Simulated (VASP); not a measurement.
V: single point with PBEsol

Crystal: V.

```xyz
1
Lattice="-1.4789 1.4789 1.4789 1.4789 -1.4789 1.4789 1.4789 1.4789 -1.4789" Properties=species:S:1:pos:R:3 pbc="T T T"
V     0.0000    0.0000    0.0000
```

```
Program                : VASP 6.6.1
Task                   : single point
Functional             : PBEsol
Potentials or basis    : VASP PAW PBE potentials, release 64 (V_sv)
Cutoff                 : 520 eV
k mesh                 : 12 × 12 × 12
Occupations            : fermi-dirac, width 0.05 eV
Spin                   : collinear spin, ferromagnetic start
Starting moments       : [2.0] μB
Dipole correction      : no
Further INCAR settings : ALGO = Normal; EDIFF = 1e-07; NBANDS = 16
```

```
Pressure                                              : 0.3 GPa
Net moment                                            : 0.00 μB per cell
Valence electrons inside the program's atomic spheres : V 11.73
```

Levels at points of the mesh, in eV from the Fermi level:
Spin up:
```csv
k point,band 4,band 5,band 6,band 7,band 8,band 9
"(0.00, 0.00, 0.00)",-36.75,-6.68,0.43,0.43,0.43,2.54
"(0.50, 0.00, 0.00)",-36.75,-3.32,-1.20,1.80,2.56,2.93
"(0.50, 0.50, 0.50)",-37.45,-3.19,-3.19,3.96,3.96,3.96
```
Spin down:
| k point | band 4 | band 5 | band 6 | band 7 | band 8 | band 9 |
| --- | --- | --- | --- | --- | --- | --- |
| (0.00, 0.00, 0.00) | -36.75 | -6.68 | 0.43 | 0.43 | 0.43 | 2.54 |
| (0.50, 0.00, 0.00) | -36.75 | -3.32 | -1.20 | 1.80 | 2.56 | 2.93 |
| (0.50, 0.50, 0.50) | -37.45 | -3.19 | -3.19 | 3.96 | 3.96 | 3.96 |

It took 31 s on 1 thread of Intel(R) Xeon(R) Platinum 8259CL CPU @ 2.50GHz (Skylake/Cascade Lake), with other jobs on the host, peak memory 0.14 GiB.

Caveat: the PAW data sets were made with another functional, which shifts forces and pressure a little.
